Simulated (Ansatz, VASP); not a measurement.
**One calculation of Al, two programs**

```
CELL_PARAMETERS angstrom
2.85715 0.00000 0.00000
-1.42858 2.47437 0.00000
0.00000 0.00000 20.10164
ATOMIC_POSITIONS crystal
Al 0.66667 0.33333 0.19899
Al 0.33333 0.66667 0.31345
Al 0.00000 0.00000 0.42791
```

Alike in both runs: task single point; functional PBE; k mesh 9 × 9 × 1; occupations gaussian, width 0.1 eV; no spin polarisation.

|  | VASP | Ansatz |
| --- | --- | --- |
| version | VASP 6.6.1 | Ansatz 0.2.0 |
| potentials or method | VASP PAW PBE potentials, release 64 (Al), cutoff 400 eV | scalar-relativistic, plane waves, PAW |
| valence electrons in the cell | 9 | 9 |

|  | VASP | Ansatz | Ansatz less VASP |
| --- | --- | --- | --- |
| gap on the k mesh at the Fermi level (eV) | none | none | - |
| rms of the force components (eV/Å) | 0.082 | 0.082 | +0.0003 |
| work function, face that differs most (eV) | 3.91 | 3.91 | -0.002 |

Atom by atom the forces differ by 0.000 eV/Å (rms over components). A gap of «none» marks a metal or a gap that the smearing closes. The functional is the same, so the differences come from potentials, cutoffs and numerics.
